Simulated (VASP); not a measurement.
# Ni: single point with r2SCAN+D3(BJ)

Ni:

```
Ni
1.0
    -1.38372    1.38372    1.38372
     1.38372   -1.38372    1.38372
     1.38372    1.38372   -1.38372
Ni
1
Cartesian
  0.0000 0.0000 0.0000
```

```
Program             : VASP 6.6.1
Task                : single point
Functional          : r2SCAN
Dispersion          : D3(BJ)
Potentials or basis : VASP PAW PBE potentials, release 64 (Ni)
Cutoff              : 520 eV
k mesh              : 15 × 15 × 15
Occupations         : fermi-dirac, width 0.1 eV
Spin                : collinear spin, ferromagnetic start
Starting moments    : [1.23] μB
Fixed moment        : 1.1 μB
```

* Pressure: 2.7 GPa
* Net moment: 1.10 μB per cell
* Site moments: Ni +1.09 μB
* Valence electrons inside the program's atomic spheres: Ni 9.38
* Dispersion energy per atom: -0.223 eV

It took 84 s on 1 thread of Intel(R) Xeon(R) Platinum 8559C (Emerald Rapids), with other jobs on the host, peak memory 0.15 GiB.

Caveat: the PAW data sets were made with another functional, which shifts forces and pressure a little; the total moment is fixed, so each spin has its own Fermi level.
